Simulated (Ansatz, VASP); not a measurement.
## CuO: VASP beside Ansatz

Contents of INCAR:

```
PREC = Accurate
ENCUT = 600
EDIFF = 1E-6
ISMEAR = -1
SIGMA = 0.1
LREAL = False
LASPH = True
NELM = 120
ALGO = Normal
ISIF = 2
LWAVE = False
LCHARG = False
GGA = PE
NBANDS = 25
GGA_COMPAT = False
```

The input KPOINTS:

```
regular mesh
0
Gamma
  9 9 5
```

Contents of POSCAR:

```
CuO
1.0
    2.3418500000     -1.7113000000      0.0000000000
    2.3418500000      1.7113000000      0.0000000000
   -0.8500274268      0.0000000000      5.0578693947
Cu O
2 2
Direct
    0.5000000000      0.0000000000      0.5000000000
    0.0000000000      0.5000000000      0.0000000000
    0.4180411803      0.5812411803      0.7480228829
    0.5816000000      0.4184000000      0.2500000000
```

Input for Ansatz:

```yaml
crystal:
  lattice:
    - [2.34185, -1.7113, 0.0]
    - [2.34185, 1.7113, 0.0]
    - [-0.8500274268, 0.0, 5.0578693947]
  atoms:
    - { symbol: Cu, position: [0.5, 0.0, 0.5] }
    - { symbol: Cu, position: [0.0, 0.5, 0.0] }
    - { symbol: O, position: [0.4180411803, 0.5812411803, 0.7480228829] }
    - { symbol: O, position: [0.5816, 0.4184, 0.25] }
hamiltonian:
  xc: pbe
kpoints:
  mp_grid: { grid: [9, 9, 5] }
scf:
  occupations: { method: fermi_dirac, width: 0.1 }
  convergence: { dr2_threshold: 1.0e-11 }
basis:
  ecutwfc: 600
output:
  forces: true
```

Alike in both runs: task single point; functional PBE; k mesh 9 × 9 × 5; occupations fermi-dirac, width 0.1 eV; no spin polarisation.

|  | VASP | Ansatz |
| --- | --- | --- |
| version | VASP 6.6.1 | Ansatz 0.2.0 |
| potentials or method | VASP PAW PBE potentials, release 64 (Cu, O), cutoff 600 eV | scalar-relativistic, plane waves, PAW |
| valence electrons in the cell | 34 | 50 |

VASP gave:

| Quantity | Value |
| --- | --- |
| rms of the force components (eV/Å) | 0.099 |

Task: What did Ansatz give for the same quantities?

Result: rms of the force components (eV/Å): 0.114.

Atom by atom the forces differ by 0.017 eV/Å (rms over components). VASP's potentials hold 34 valence electrons a cell and Ansatz's 50, so a difference there can come from the potentials and not from the codes.
